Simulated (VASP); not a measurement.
# LiOs (R-3m) in VASP: notebook

LiOs is run at these levels: PBE; tasks: relaxation of cell and atoms, single point.

All numbers are computed with VASP 6.6.1; they aren't measurements. Logs are shortened: lines on timing, memory, paths and dates and some standing lists are left out, and cuts for length are marked.

## Step 1: The cell of the first run

The structure is trigonal, space group R-3m (No. 166). The conventional cell has a = 2.633 Å, b = 2.633 Å, c = 13.807 Å, α = 90.00°, β = 90.00°, γ = 120.00°. Li (site symmetry -3m) has 6 Li at 2.63 Å and 6 Os at 2.76 Å within 3.5 Å. Os (site symmetry -3m) has 6 Os at 2.63 Å and 6 Li at 2.76 Å within 3.5 Å.

## Step 2: Relaxation of cell and atoms, PBE

File INCAR:

```
SYSTEM = LiOs
PREC = Accurate
ENCUT = 600
EDIFF = 1E-6
ISMEAR = 0
SIGMA = 0.1
LREAL = .False.
LASPH = .True.
NELM = 100
ALGO = Normal
ISIF = 3
LWAVE = .False.
LCHARG = .False.
GGA = PE
IBRION = 2
NSW = 100
EDIFFG = -0.01
```

File KPOINTS:

```
Automatic mesh
0
Gamma
  24 24 24
  0 0 0
```

File POSCAR:

```
LiOs
1.0
    1.3164371477      0.7600453416      4.6022396025
   -1.3164371477      0.7600453416      4.6022396025
    0.0000000000     -1.5200906832      4.6022396025
Li Os
1 1
Direct
    0.0000000000      0.0000000000      0.0000000000
    0.5000000000      0.5000000000      0.5000000000
```

Potentials or basis: VASP PAW PBE potentials, release 64 (Li_sv, Os).

On the command line:

```sh
> cat potpaw_PBE.64/Li_sv/POTCAR potpaw_PBE.64/Os/POTCAR > POTCAR
> mpirun -np 1 vasp_std > vasp.out
```

OUTCAR:

```text
SYSTEM = LiOs
   PREC = Accurate
   ENCUT = 600
   EDIFF = 1E-6
   ISMEAR = 0
   LREAL = .False.
   LASPH = .True.
   NELM = 100
   ISIF = 3
   GGA = PE
   IBRION = 2
   NSW = 100
   EDIFFG = -0.01

 ion  position               nearest neighbor table
   1  0.000  0.000  0.000-   2 2.76   2 2.76   2 2.76   2 2.76   2 2.76   2 2.76
   2  0.500  0.500  0.500-   1 2.76   1 2.76   1 2.76   1 2.76   1 2.76   1 2.76

  LATTYP: Found a trigonal (rhomboedric) cell.
 ALAT       =     4.8467808950
 COS(alpha) =     0.8524553458

  Lattice vectors:

 A1 = (   1.3164371477,   0.7600453416,   4.6022396025)
 A2 = (  -1.3164371477,   0.7600453416,   4.6022396025)
 A3 = (   0.0000000000,  -1.5200906832,   4.6022396025)

Analysis of symmetry for initial positions (statically):
=====================================================================
 Subroutine PRICEL returns:
 Original cell was already a primitive cell.

 Routine SETGRP: Setting up the symmetry group for a
 trigonal (rhombohedral) supercell.

 Subroutine GETGRP returns: Found 12 space group operations
 (whereof 12 operations were pure point group operations)
 out of a pool of 12 trial point group operations.

The static configuration has the point symmetry D_3d.

Analysis of symmetry for dynamics (positions and initial velocities):
=====================================================================
 Subroutine PRICEL returns:
 Original cell was already a primitive cell.

 Routine SETGRP: Setting up the symmetry group for a
 trigonal (rhombohedral) supercell.

 Subroutine GETGRP returns: Found 12 space group operations
 (whereof 12 operations were pure point group operations)
 out of a pool of 12 trial point group operations.

The dynamic configuration has the point symmetry D_3d.

 Subroutine INISYM returns: Found 12 space group operations
 (whereof 12 operations are pure point group operations),
 and found     1 'primitive' translations

----------------------------------------------------------------------------------------

                                     Primitive cell

  volume of cell :      27.6287

  direct lattice vectors                    reciprocal lattice vectors
     1.316437148  0.760045342  4.602239603     0.379813044  0.219285163  0.072428505
    -1.316437148  0.760045342  4.602239603    -0.379813044  0.219285163  0.072428505
     0.000000000 -1.520090683  4.602239603     0.000000000 -0.438570326  0.072428505

  length of vectors
     4.846780895  4.846780895  4.846780895     0.444510764  0.444510764  0.444510764

  position of ions in fractional coordinates (direct lattice)
     0.000000000  0.000000000  0.000000000
     0.500000000  0.500000000  0.500000000

  ion indices of the primitive-cell ions
   primitive index   ion index
                 1           1
                 2           2

----------------------------------------------------------------------------------------

 KPOINTS: Automatic mesh

Automatic generation of k-mesh.
 Grid dimensions read from file:
 generate k-points for:   24   24   24

 Generating k-lattice:

  Cartesian coordinates                     Fractional coordinates (reciprocal lattice)
     0.015825543  0.009136882  0.003017854     0.041666667  0.000000000 -0.000000000
    -0.015825543  0.009136882  0.003017854     0.000000000  0.041666667 -0.000000000
     0.000000000 -0.018273764  0.003017854    -0.000000000 -0.000000000  0.041666667

  Length of vectors
     0.018521282  0.018521282  0.018521282

  Shift w.r.t. Gamma in fractional coordinates (k-lattice)
     0.000000000  0.000000000  0.000000000

 Subroutine IBZKPT returns following result:
 ===========================================

 Found   1313 irreducible k-points:

 Following reciprocal coordinates:
            Coordinates               Weight
  0.000000  0.000000  0.000000      1.000000
  0.041667 -0.000000 -0.000000      6.000000
  0.083333 -0.000000 -0.000000      6.000000
  0.125000  0.000000  0.000000      6.000000
  0.166667 -0.000000  0.000000      6.000000
  0.208333 -0.000000  0.000000      6.000000
[... 16 lines left out ...]
  0.416667  0.041667  0.000000     12.000000
  0.458333  0.041667  0.000000     12.000000
 [... further k-points ...]
   k-points           NKPTS =   1313   k-points in BZ     NKDIM =   1313   number of bands    NBANDS=      9
   number of dos      NEDOS =    301   number of ions     NIONS =      2
   total plane-waves  NPLWV =  64000
   dimension x,y,z NGX =    40 NGY =   40 NGZ =   40
   dimension x,y,z NGXF=    80 NGYF=   80 NGZF=   80
   ions per type =               1   1
   NGX,Y,Z   is equivalent  to a cutoff of  13.72, 13.72, 13.72 a.u.
   NGXF,Y,Z  is equivalent  to a cutoff of  27.44, 27.44, 27.44 a.u.
 SYSTEM =  LiOs
   PREC   = accura    normal or accurate (medium, high low for compatibility)
   ISTART =      0    job   : 0-new  1-cont  2-samecut
   ICHARG =      2    charge: 1-file 2-atom 10-const
   ISPIN  =      1    spin polarized calculation?
   LNONCOLLINEAR =      F non collinear calculations
   LSORBIT =      F    spin-orbit coupling
   LASPH  =      T    aspherical Exc in radial PAW
   ENCUT  =  600.0 eV  44.10 Ry    6.64 a.u.   9.68  9.68  9.68*2*pi/ulx,y,z
   NELM   =    100;   NELMIN=  2; NELMDL= -5     # of ELM steps
   EDIFF  = 0.1E-05   stopping-criterion for ELM
   LREAL  =      F    real-space projection
   EDIFFG = -.1E-01   stopping-criterion for IOM
   NSW    =    100    number of steps for IOM
   IBRION =      2    ionic relax: 0-MD 1-quasi-New 2-CG
   NFREE  =      1    steps in history (QN), initial steepest desc. (CG)
   ISIF   =      3    stress and relaxation
   ISYM   =      2    0-nonsym 1-usesym 2-fastsym
   POTIM  = 0.5000    time-step for ionic-motion
   TEBEG  =    0.0;   TEEND  =   0.0 temperature during run
   PSTRESS=    0.0 pullay stress
   NELECT =      11.0000    total number of electrons
   NUPDOWN=      -1.0000    fix difference up-down
   EMIN   =  10.00;   EMAX   =-10.00  energy-range for DOS
   EFERMI =   0.00;   METHOD = LEGACY
   ISMEAR =     0;   SIGMA  =   0.10  broadening in eV -4-tet -1-fermi 0-gaus
   EFERMI_NEDOS =   21; number of points for ismear=-14 and -15
   IALGO  =     38    algorithm
   IMIX   =      4    mixing-type and parameters
     AMIX     =   0.40;   BMIX     =  1.00
     AMIX_MAG =   1.60;   BMIX_MAG =  1.00
  volume/ion in A,a.u.               =      13.81        93.22
  Fermi-wavevector in a.u.,A,eV,Ry     =   1.204349  2.275890 19.734659  1.450457
  Thomas-Fermi vector in A             =   2.340077
   LORBIT       =      0    0 simple, 1 ext, 2 COOP (PROOUT), +10 PAW based schemes
   GGA     = PE    functional components
   LHFCALC =     F    Hartree Fock is set to
   AEXX    =    0.0000 exact exchange contribution
   IVDW    =     0    specifies the selected vdW correction
   LEPSILON=     F    determine dielectric tensor
   LRPA    =     F    only Hartree local field effects (RPA)
 conjugate gradient relaxation of ions
 non-spin polarized calculation
 Gauss-broadening in eV      SIGMA  =   0.10
  energy-cutoff  :      600.00
  volume of cell :       27.63
 maximum number of plane-waves:       938
   NGX = 19   NGY = 19   NGZ = 19

--------------------------------------- Ionic step        1  -------------------------------------------

 number of electron      11.0000002 magnetization

 Free energy of the ion-electron system (eV)
  ---------------------------------------------------
  ext. energy  EPLUGINS =         0.00000000
  ---------------------------------------------------
  free energy    TOTEN  =       -12.83324241 eV

  energy without entropy =      -12.82511591  energy(sigma->0) =      -12.82917916

------------------------ aborting loop because EDIFF is reached ----------------------------------------

  FORCE on cell =-STRESS in cart. coord.  units (eV):
  Direction    XX          YY          ZZ          XY          YZ          ZX
  --------------------------------------------------------------------------------------
  -------------------------------------------------------------------------------------
  Total       -0.0229462     -0.0229462     -0.0724365      0.0000000      0.0000000      0.0000000
  in kB       -1.3306416     -1.3306416     -4.2005651      0.0000000      0.0000000      0.0000000
  external PRESSURE =      -2.2872828 kB  Pullay stress =       0.0000000 kB

 VOLUME and BASIS-vectors are now :
 -----------------------------------------------------------------------------
  energy-cutoff  :      600.00
  volume of cell :       27.63
      direct lattice vectors                 reciprocal lattice vectors
     1.316437148  0.760045342  4.602239603     0.379813044  0.219285163  0.072428505
    -1.316437148  0.760045342  4.602239603    -0.379813044  0.219285163  0.072428505
     0.000000000 -1.520090683  4.602239603     0.000000000 -0.438570326  0.072428505
[... 109 lines left out ...]
 POSITION                                       TOTAL-FORCE (eV/Angst)
 -----------------------------------------------------------------------------------
      0.00000      0.00000     13.77685        -0.000000      0.000000      0.000000
      0.00000      0.00000      6.88842         0.000000      0.000000     -0.000000
 -----------------------------------------------------------------------------------
    total drift:                               -0.000000      0.000000      0.000000

  FREE ENERGIE OF THE ION-ELECTRON SYSTEM (eV)
  ---------------------------------------------------
  free  energy   TOTEN  =       -12.8333051006 eV

  energy  without entropy=      -12.8251852404  energy(sigma->0) =      -12.82924517

--------------------------------------- Ionic step        5  -------------------------------------------

 number of electron      11.0000002 magnetization

 Free energy of the ion-electron system (eV)
  ---------------------------------------------------
  ext. energy  EPLUGINS =         0.00000000
  ---------------------------------------------------
  free energy    TOTEN  =       -12.83331285 eV

  energy without entropy =      -12.82519910  energy(sigma->0) =      -12.82925597

 E-fermi :   5.1880     XC(G=0): -11.2156

 val. band max:        5.1848119375   @ k =  -0.4583   0.1667   0.0833
 cond. band min:       5.1881837711   @ k =  -0.4167   0.5000   0.1667
 fundamental gap:      0.0033718336
 Fermi energy:         5.1879746249

 k-point     1 :       0.0000    0.0000    0.0000
  band No.  band energies     occupation
      1     -40.2603      2.00000
      2      -3.1093      2.00000
      3       0.9527      2.00000
      4       3.1659      2.00000
      5       3.1659      2.00000
      6       4.6848      2.00000
      7       6.6128      0.00000
      8       6.6128      0.00000
      9      11.7402      0.00000

 k-point     2 :       0.0417   -0.0000   -0.0000
  band No.  band energies     occupation
      1     -40.2593      2.00000
      2      -3.0266      2.00000
      3       0.9869      2.00000
      4       3.1032      2.00000
      5       3.2356      2.00000
      6       4.5128      2.00000
      7       6.5897      0.00000
      8       6.7840      0.00000
      9      11.7453      0.00000
[... 253 lines left out ...]
 k-point    24 :       0.4583    0.0417    0.0000
  band No.  band energies     occupation
      1     -40.1988      2.00000
      2      -0.8596      2.00000
      3       0.8231      2.00000
      4       3.1462      2.00000
      5       5.3430      0.02840
      6       6.0473      0.00000
      7       8.7455      0.00000
      8      10.4810      0.00000
      9      11.6691      0.00000

 [... further k-points ...]
[... 5 lines left out ...]
  --------------------------------------------------------------------------------------
  -------------------------------------------------------------------------------------
  Total       -0.0012641     -0.0012641     -0.0016521      0.0000000      0.0000000      0.0000000
  in kB       -0.0734636     -0.0734636     -0.0960124      0.0000000      0.0000000      0.0000000
  external PRESSURE =      -0.0809799 kB  Pullay stress =       0.0000000 kB

 VOLUME and BASIS-vectors are now :
 -----------------------------------------------------------------------------
  energy-cutoff  :      600.00
  volume of cell :       27.57
      direct lattice vectors                 reciprocal lattice vectors
     1.316204940  0.759911276  4.594012716     0.379880051  0.219323850  0.072558209
    -1.316204940  0.759911276  4.594012716    -0.379880051  0.219323850  0.072558209
     0.000000000 -1.519822553  4.594012716     0.000000000 -0.438647700  0.072558209

 POSITION                                       TOTAL-FORCE (eV/Angst)
 -----------------------------------------------------------------------------------
      0.00000      0.00000      0.00000         0.000000     -0.000000      0.000000
      0.00000      0.00000      6.89102        -0.000000      0.000000     -0.000000
 -----------------------------------------------------------------------------------
    total drift:                               -0.000000     -0.000000      0.000000

  FREE ENERGIE OF THE ION-ELECTRON SYSTEM (eV)
  ---------------------------------------------------
  free  energy   TOTEN  =       -12.8333128530 eV

  energy  without entropy=      -12.8251990967  energy(sigma->0) =      -12.82925597

 reached required accuracy - stopping structural energy minimisation
```

Run time: 16 min. Hardware: 1 thread of AMD EPYC 9R45 (Zen 5), shared host; peak memory 0.65 GiB.

Results:

| Property | Result |
| --- | --- |
| Free energy | -12.8333 eV |
| Relaxed volume | 13.78 Å³/atom |
| Relaxed cell | a = 4.839 Å, b = 4.839 Å, c = 4.839 Å, α = 31.57°, β = 31.57°, γ = 31.57° |
| Space group after relaxing (to 0.05 Å) | R-3m (No. 166) |
| Energy gained by relaxing | 0.0 meV/atom |
| Ionic steps | 5 |
| Pressure after relaxing | 0.0 GPa |

Final structure:
```
CELL_PARAMETERS angstrom
1.31620 0.75991 4.59401
-1.31620 0.75991 4.59401
0.00000 -1.51982 4.59401
ATOMIC_POSITIONS crystal
Li 0.00000 0.00000 0.00000
Os 0.50000 0.50000 0.50000
```

Caveat: the cutoff is under 1.25 times the usual one of these potentials, so pressure, stress and relaxed cells hold a basis-set (Pulay) error; spin-orbit coupling is left out, which moves the levels of the heavy elements.

(Continued in part 2 of 2.)
